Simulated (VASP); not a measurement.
# GaN (F-43m) in VASP: notebook

Runs on GaN. Level: r2SCAN. Tasks: single point.

All numbers are computed with VASP 6.6.1; they aren't measurements. Logs are shortened: lines on timing, memory, paths and dates and some standing lists are left out, and cuts for length are marked.

## Step 1: The cell of the first run

It takes space group F-43m (No. 216, cubic). Conventional cell: a = 4.507 Å, b = 4.507 Å, c = 4.507 Å, α = 90.00°, β = 90.00°, γ = 90.00°. Ga (site symmetry -43m) has 4 N at 1.95 Å within 2.6 Å. N (site symmetry -43m) has 4 Ga at 1.95 Å within 2.6 Å.

## Step 2: Single point, r2SCAN

Input file POSCAR:

```
GaN
1.0
    0.0000000000      2.2535006100      2.2535006100
    2.2535006100      0.0000000000      2.2535006100
    2.2535006100      2.2535006100      0.0000000000
Ga N
1 1
Direct
    0.0000000000      0.0000000000      0.0000000000
    0.2500000000      0.2500000000      0.2500000000
```

Input file INCAR.step1:

```
SYSTEM = GaN
ALGO = Normal ; EDIFF = 1E-5
ENCUT = 1460 ; GGA = PE
GGA_COMPAT = .FALSE. ; ISMEAR = 0
LASPH = .TRUE. ; LCHARG = .FALSE.
LREAL = .FALSE. ; LWAVE = .TRUE.
NBANDS = 16 ; NELM = 120
PREC = Accurate ; SIGMA = 0.1
```

Input file INCAR.step2:

```
SYSTEM = GaN
ALGO = Normal ; EDIFF = 1E-6
ENCUT = 1460 ; GGA_COMPAT = .FALSE.
ISIF = 2 ; ISMEAR = 0
ISTART = 1 ; LASPH = .TRUE.
LCHARG = .TRUE. ; LELF = .TRUE.
LMIXTAU = .TRUE. ; LREAL = .FALSE.
LVHAR = .TRUE. ; LWAVE = .FALSE.
METAGGA = R2SCAN ; NBANDS = 16
NELM = 120 ; PREC = Accurate
SIGMA = 0.1
```

Input file KPOINTS:

```
k-points
0
G
  8 8 8
  0 0 0
```

Potentials or basis: VASP PAW PBE potentials, release 64 (Ga_d, N_h).

Command:

```console
> cat potpaw_PBE.64/Ga_d/POTCAR potpaw_PBE.64/N_h/POTCAR > POTCAR
> cp INCAR.step1 INCAR
> mpirun -np 1 vasp_std > vasp.out
> cp INCAR.step2 INCAR
> mpirun -np 1 vasp_std > vasp.out
```

OUTCAR:

```text
SYSTEM = GaN
   EDIFF = 1E-6
   ENCUT = 1460
   ISIF = 2
   ISMEAR = 0
   ISTART = 1
   LASPH = .TRUE.
   LREAL = .FALSE.
   METAGGA = R2SCAN
   NELM = 120
   PREC = Accurate

 ion  position               nearest neighbor table
   1  0.000  0.000  0.000-   2 1.95   2 1.95   2 1.95   2 1.95
   2  0.250  0.250  0.250-   1 1.95   1 1.95   1 1.95   1 1.95

  LATTYP: Found a face centered cubic cell.
 ALAT       =     4.5070012200

  Lattice vectors:

 A1 = (   0.0000000000,   2.2535006100,   2.2535006100)
 A2 = (   2.2535006100,   0.0000000000,   2.2535006100)
 A3 = (   2.2535006100,   2.2535006100,   0.0000000000)

Analysis of symmetry for initial positions (statically):
=====================================================================
 Subroutine PRICEL returns:
 Original cell was already a primitive cell.

 Routine SETGRP: Setting up the symmetry group for a
 face centered cubic supercell.

 Subroutine GETGRP returns: Found 24 space group operations
 (whereof 24 operations were pure point group operations)
 out of a pool of 48 trial point group operations.

The static configuration has the point symmetry T_d .

Analysis of symmetry for dynamics (positions and initial velocities):
=====================================================================
 Subroutine PRICEL returns:
 Original cell was already a primitive cell.

 Routine SETGRP: Setting up the symmetry group for a
 face centered cubic supercell.

 Subroutine GETGRP returns: Found 24 space group operations
 (whereof 24 operations were pure point group operations)
 out of a pool of 48 trial point group operations.

The dynamic configuration has the point symmetry T_d .

 Subroutine INISYM returns: Found 24 space group operations
 (whereof 24 operations are pure point group operations),
 and found     1 'primitive' translations

----------------------------------------------------------------------------------------

                                     Primitive cell

  volume of cell :      22.8877

  direct lattice vectors                    reciprocal lattice vectors
     0.000000000  2.253500610  2.253500610    -0.221877020  0.221877020  0.221877020
     2.253500610  0.000000000  2.253500610     0.221877020 -0.221877020  0.221877020
     2.253500610  2.253500610  0.000000000     0.221877020  0.221877020 -0.221877020

  length of vectors
     3.186931125  3.186931125  3.186931125     0.384302272  0.384302272  0.384302272

  position of ions in fractional coordinates (direct lattice)
     0.000000000  0.000000000  0.000000000
     0.250000000  0.250000000  0.250000000

  ion indices of the primitive-cell ions
   primitive index   ion index
                 1           1
                 2           2

----------------------------------------------------------------------------------------

 KPOINTS: k-points

Automatic generation of k-mesh.
 Grid dimensions read from file:
 generate k-points for:    8    8    8

 Generating k-lattice:

  Cartesian coordinates                     Fractional coordinates (reciprocal lattice)
    -0.027734628  0.027734628  0.027734628     0.125000000  0.000000000  0.000000000
     0.027734628 -0.027734628  0.027734628     0.000000000  0.125000000  0.000000000
     0.027734628  0.027734628 -0.027734628     0.000000000  0.000000000  0.125000000

  Length of vectors
     0.048037784  0.048037784  0.048037784

  Shift w.r.t. Gamma in fractional coordinates (k-lattice)
     0.000000000  0.000000000  0.000000000

 Subroutine IBZKPT returns following result:
 ===========================================

 Found     29 irreducible k-points:

 Following reciprocal coordinates:
            Coordinates               Weight
  0.000000  0.000000  0.000000      1.000000
  0.125000  0.000000  0.000000      8.000000
  0.250000  0.000000  0.000000      8.000000
  0.375000  0.000000  0.000000      8.000000
  0.500000  0.000000  0.000000      4.000000
  0.125000  0.125000  0.000000      6.000000
[... 16 lines left out ...]
  0.500000  0.250000  0.125000     48.000000
 -0.375000  0.250000  0.125000     24.000000
 [... further k-points ...]
   k-points           NKPTS =     29   k-points in BZ     NKDIM =     29   number of bands    NBANDS=     16
   number of dos      NEDOS =    301   number of ions     NIONS =      2
   total plane-waves  NPLWV =  64000
   dimension x,y,z NGX =    40 NGY =   40 NGZ =   40
   dimension x,y,z NGXF=    80 NGYF=   80 NGZF=   80
   ions per type =               1   1
   NGX,Y,Z   is equivalent  to a cutoff of  20.87, 20.87, 20.87 a.u.
   NGXF,Y,Z  is equivalent  to a cutoff of  41.73, 41.73, 41.73 a.u.
 SYSTEM =  GaN
   PREC   = accura    normal or accurate (medium, high low for compatibility)
   ISTART =      1    job   : 0-new  1-cont  2-samecut
   ICHARG =      0    charge: 1-file 2-atom 10-const
   ISPIN  =      1    spin polarized calculation?
   LNONCOLLINEAR =      F non collinear calculations
   LSORBIT =      F    spin-orbit coupling
   LASPH  =      T    aspherical Exc in radial PAW
   ENCUT  = 1460.0 eV 107.31 Ry   10.36 a.u.   9.93  9.93  9.93*2*pi/ulx,y,z
   NELM   =    120;   NELMIN=  2; NELMDL=  0     # of ELM steps
   EDIFF  = 0.1E-05   stopping-criterion for ELM
   LREAL  =      F    real-space projection
   EDIFFG = 0.1E-04   stopping-criterion for IOM
   NSW    =      0    number of steps for IOM
   IBRION =     -1    ionic relax: 0-MD 1-quasi-New 2-CG
   NFREE  =      0    steps in history (QN), initial steepest desc. (CG)
   ISIF   =      2    stress and relaxation
   ISYM   =      2    0-nonsym 1-usesym 2-fastsym
   POTIM  = 0.5000    time-step for ionic-motion
   TEBEG  =    0.0;   TEEND  =   0.0 temperature during run
   PSTRESS=    0.0 pullay stress
   NELECT =      18.0000    total number of electrons
   NUPDOWN=      -1.0000    fix difference up-down
   EMIN   =  10.00;   EMAX   =-10.00  energy-range for DOS
   EFERMI =   0.00;   METHOD = LEGACY
   ISMEAR =     0;   SIGMA  =   0.10  broadening in eV -4-tet -1-fermi 0-gaus
   EFERMI_NEDOS =   21; number of points for ismear=-14 and -15
   IALGO  =     38    algorithm
   IMIX   =      4    mixing-type and parameters
     AMIX     =   0.40;   BMIX     =  1.00
     AMIX_MAG =   1.60;   BMIX_MAG =  1.00
  volume/ion in A,a.u.               =      11.44        77.23
  Fermi-wavevector in a.u.,A,eV,Ry     =   1.511117  2.855596 31.068543  2.283473
  Thomas-Fermi vector in A             =   2.621216
   LORBIT       =      0    0 simple, 1 ext, 2 COOP (PROOUT), +10 PAW based schemes
   METAGGA = R2SCAN    functional components
   LHFCALC =     F    Hartree Fock is set to
   AEXX    =    0.0000 exact exchange contribution
   IVDW    =     0    specifies the selected vdW correction
   LEPSILON=     F    determine dielectric tensor
   LRPA    =     F    only Hartree local field effects (RPA)
 non-spin polarized calculation
 Gauss-broadening in eV      SIGMA  =   0.10
  energy-cutoff  :     1460.00
  volume of cell :       22.89
 maximum number of plane-waves:      2922
   NGX = 19   NGY = 19   NGZ = 19

 number of electron      17.9999999 magnetization

 Free energy of the ion-electron system (eV)
  ---------------------------------------------------
  ext. energy  EPLUGINS =         0.00000000
  ---------------------------------------------------
  free energy    TOTEN  =       -21.90029903 eV

  energy without entropy =      -21.90029903  energy(sigma->0) =      -21.90029903

 E-fermi :   5.7799     XC(G=0): -12.6258

 val. band max:        5.3113091034   @ k =   0.0000   0.0000   0.0000
 cond. band min:       7.4300013666   @ k =   0.0000   0.0000   0.0000
 fundamental gap:      2.1186922633
 Fermi energy:         5.7798738847

 k-point     1 :       0.0000    0.0000    0.0000
  band No.  band energies     occupation
      1     -11.4197      2.00000
      2      -8.5194      2.00000
      3      -8.5193      2.00000
      4      -8.5193      2.00000
      5      -8.1684      2.00000
      6      -8.1684      2.00000
[... 8 lines left out ...]
     15      25.0399      0.00000
     16      25.0399      0.00000

 k-point     2 :       0.1250    0.0000    0.0000
  band No.  band energies     occupation
      1     -11.2506      2.00000
      2      -8.4979      2.00000
      3      -8.4979      2.00000
      4      -8.4531      2.00000
      5      -8.1699      2.00000
      6      -8.1699      2.00000
[... 8 lines left out ...]
     15      23.3135      0.00000
     16      23.4323      0.00000

 k-point     3 :       0.2500    0.0000    0.0000
  band No.  band energies     occupation
      1     -10.8623      2.00000
      2      -8.4547      2.00000
      3      -8.4547      2.00000
      4      -8.1637      2.00000
      5      -8.1637      2.00000
      6      -8.1603      2.00000
[... 8 lines left out ...]
     15      22.9418      0.00000
     16      22.9418      0.00000

 k-point     4 :       0.3750    0.0000    0.0000
  band No.  band energies     occupation
      1     -10.5418      2.00000
      2      -8.4281      2.00000
      3      -8.4281      2.00000
      4      -8.1393      2.00000
      5      -8.1393      2.00000
      6      -7.5184      2.00000
[... 8 lines left out ...]
     15      24.4906      0.00000
     16      24.4906      0.00000

 k-point     5 :       0.5000    0.0000    0.0000
  band No.  band energies     occupation
      1     -10.4390      2.00000
      2      -8.4225      2.00000
      3      -8.4225      2.00000
      4      -8.1233      2.00000
      5      -8.1232      2.00000
      6      -7.0427      2.00000
[... 8 lines left out ...]
     15      26.0427      0.00000
     16      26.0427      0.00000

 k-point     6 :       0.1250    0.1250    0.0000
  band No.  band energies     occupation
      1     -11.1953      2.00000
      2      -8.4778      2.00000
      3      -8.4778      2.00000
      4      -8.4584      2.00000
      5      -8.1823      2.00000
      6      -8.1568      2.00000
[... 8 lines left out ...]
     15      25.9927      0.00000
     16      26.1545      0.00000

 k-point     7 :       0.2500    0.1250    0.0000
  band No.  band energies     occupation
      1     -10.8835      2.00000
      2      -8.4489      2.00000
      3      -8.4304      2.00000
      4      -8.2909      2.00000
      5      -8.1447      2.00000
      6      -8.1398      2.00000
[... 8 lines left out ...]
     15      25.0150      0.00000
     16      25.1937      0.00000

 k-point     8 :       0.3750    0.1250    0.0000
  band No.  band energies     occupation
      1     -10.5547      2.00000
      2      -8.4238      2.00000
      3      -8.3965      2.00000
      4      -8.2095      2.00000
      5      -8.1265      2.00000
      6      -7.6422      2.00000
[... 8 lines left out ...]
     15      24.3932      0.00000
     16      25.8744      0.00000

 k-point     9 :       0.5000    0.1250    0.0000
  band No.  band energies     occupation
      1     -10.4031      2.00000
      2      -8.4171      2.00000
      3      -8.3890      2.00000
      4      -8.1648      2.00000
      5      -8.1215      2.00000
      6      -7.0010      2.00000
[... 8 lines left out ...]
     15      24.9487      0.00000
     16      26.4040      0.00000
[... 172 lines left out ...]
 k-point    19 :       0.5000    0.3750    0.0000
  band No.  band energies     occupation
      1     -10.2568      2.00000
      2      -8.3859      2.00000
      3      -8.2375      2.00000
      4      -8.2301      2.00000
      5      -8.1009      2.00000
      6      -6.7442      2.00000
[... 8 lines left out ...]
     15      28.6819      0.00000
     16      29.5356      0.00000

 k-point    20 :      -0.3750    0.3750    0.0000
  band No.  band energies     occupation
      1     -10.2501      2.00000
      2      -8.3819      2.00000
      3      -8.2512      2.00000
      4      -8.2378      2.00000
      5      -8.1286      2.00000
      6      -6.4967      2.00000
[... 8 lines left out ...]
     15      26.8301      0.00000
     16      29.4145      0.00000

 k-point    21 :       0.5000    0.5000    0.0000
  band No.  band energies     occupation
      1     -10.2332      2.00000
      2      -8.4058      2.00000
      3      -8.2024      2.00000
      4      -8.2024      2.00000
      5      -8.0892      2.00000
      6      -6.6630      2.00000
[... 8 lines left out ...]
     15      28.0670      0.00000
     16      30.6898      0.00000

 k-point    22 :       0.3750    0.2500    0.1250
  band No.  band energies     occupation
      1     -10.6104      2.00000
      2      -8.4077      2.00000
      3      -8.3881      2.00000
      4      -8.2540      2.00000
      5      -8.1401      2.00000
      6      -7.8199      2.00000
[... 8 lines left out ...]
     15      25.3349      0.00000
     16      27.6576      0.00000

 k-point    23 :       0.5000    0.2500    0.1250
  band No.  band energies     occupation
      1     -10.3964      2.00000
      2      -8.3968      2.00000
      3      -8.3543      2.00000
      4      -8.2185      2.00000
      5      -8.1339      2.00000
      6      -7.1733      2.00000
[... 8 lines left out ...]
     15      25.4884      0.00000
     16      27.4113      0.00000

 k-point    24 :      -0.3750    0.2500    0.1250
  band No.  band energies     occupation
      1     -10.3275      2.00000
      2      -8.4006      2.00000
      3      -8.3413      2.00000
      4      -8.1906      2.00000
      5      -8.1369      2.00000
      6      -6.7522      2.00000
[... 8 lines left out ...]
     15      25.0275      0.00000
     16      27.3822      0.00000

 [... further k-points ...]
[... 5 lines left out ...]
  --------------------------------------------------------------------------------------
  -------------------------------------------------------------------------------------
  Total       -0.0116496     -0.0116496     -0.0116496      0.0000000      0.0000000      0.0000000
  in kB       -0.8154873     -0.8154873     -0.8154873      0.0000000      0.0000000      0.0000000
  external PRESSURE =      -0.8154873 kB  Pullay stress =       0.0000000 kB

 VOLUME and BASIS-vectors are now :
 -----------------------------------------------------------------------------
  energy-cutoff  :     1460.00
  volume of cell :       22.89
      direct lattice vectors                 reciprocal lattice vectors
     0.000000000  2.253500610  2.253500610    -0.221877020  0.221877020  0.221877020
     2.253500610  0.000000000  2.253500610     0.221877020 -0.221877020  0.221877020
     2.253500610  2.253500610  0.000000000     0.221877020  0.221877020 -0.221877020

 POSITION                                       TOTAL-FORCE (eV/Angst)
 -----------------------------------------------------------------------------------
      0.00000      0.00000      0.00000         0.000000      0.000000      0.000000
      1.12675      1.12675      1.12675        -0.000000     -0.000000     -0.000000
 -----------------------------------------------------------------------------------
    total drift:                               -0.000000     -0.000000     -0.000000

  FREE ENERGIE OF THE ION-ELECTRON SYSTEM (eV)
  ---------------------------------------------------
  free  energy   TOTEN  =       -21.9002990315 eV

  energy  without entropy=      -21.9002990315  energy(sigma->0) =      -21.90029903
```

Run time: 83 s. Hardware: 1 thread of AMD EPYC 9R45 (Zen 5), shared host; peak memory 0.26 GiB.

What came out:

```
Free energy            : -21.9003 eV
Pressure               : -0.1 GPa
Band gap on the k mesh : 2.12 eV
```

Levels at points of the mesh, in eV from the valence-band top:
```
           k point  band 7  band 8  band 9  band 10  band 11  band 12
(0.00, 0.00, 0.00)    0.00    0.00    0.00     2.12    11.01    11.01
(0.50, 0.00, 0.00)   -7.15   -1.00   -1.00     5.16     9.44    11.00
(0.50, 0.50, 0.00)   -6.21   -2.78   -2.78     3.77     7.24    12.58
```

Caveat: the PAW data sets were made with another functional, which shifts forces and pressure a little.

## Step 3: Single point, r2SCAN

This run uses another cell than the first one, of 11.38 Å³/atom.

Input file POSCAR:

```
GaN
1.0
    0.0000000000      2.2490778392      2.2490778392
    2.2490778392      0.0000000000      2.2490778392
    2.2490778392      2.2490778392      0.0000000000
Ga N
1 1
Direct
    0.0000000000      0.0000000000      0.0000000000
    0.2500000000      0.2500000000      0.2500000000
```

Input file INCAR.step1:

```
ALGO = Normal ; EDIFF = 1E-5
ENCUT = 1460 ; GGA = PE
GGA_COMPAT = False ; ISMEAR = 0
LASPH = True ; LCHARG = False
LREAL = False ; LWAVE = True
NBANDS = 16 ; NELM = 120
PREC = Accurate ; SIGMA = 0.02
```

Input file INCAR.step2:

```
ALGO = Normal ; EDIFF = 1E-6
ENCUT = 1460 ; GGA_COMPAT = False
ISIF = 2 ; ISMEAR = 0
ISTART = 1 ; LASPH = True
LCHARG = True ; LELF = True
LMIXTAU = True ; LREAL = False
LVHAR = True ; LWAVE = False
METAGGA = R2SCAN ; NBANDS = 16
NELM = 120 ; PREC = Accurate
SIGMA = 0.02
```

Input file KPOINTS:

```
k-points
0
Gamma
  10 10 10
```

Potentials or basis: VASP PAW PBE potentials, release 64 (Ga_d, N_h).

Command:

```console
> cat potpaw_PBE.64/Ga_d/POTCAR potpaw_PBE.64/N_h/POTCAR > POTCAR
> cp INCAR.step1 INCAR
> mpirun -np 1 vasp_std > vasp.out
> cp INCAR.step2 INCAR
> mpirun -np 1 vasp_std > vasp.out
```

It took 1.8 min on 1 thread of Intel Xeon 6975P-C (Granite Rapids), shared host; peak memory 0.31 GiB.

Results (log left out):

- Free energy: -21.9002 eV
- Pressure: 1.1 GPa
- Band gap on the k mesh: 2.16 eV

Levels at points of the mesh, in eV from the valence-band top:
| k point | band 5 | band 6 | band 7 | band 8 | band 9 | band 10 | band 11 | band 12 | band 13 | band 14 |
| --- | --- | --- | --- | --- | --- | --- | --- | --- | --- | --- |
| (0.00, 0.00, 0.00) | -13.48 | -13.48 | 0.00 | 0.00 | 0.00 | 2.16 | 11.05 | 11.05 | 11.05 | 18.64 |
| (0.50, 0.00, 0.00) | -13.43 | -12.35 | -7.19 | -1.00 | -1.00 | 5.21 | 9.47 | 11.03 | 11.03 | 16.56 |
| (0.50, 0.50, 0.00) | -13.40 | -11.97 | -6.24 | -2.80 | -2.80 | 3.77 | 7.28 | 12.62 | 15.01 | 15.01 |

Caveat: the PAW data sets were made with another functional, which shifts forces and pressure a little.
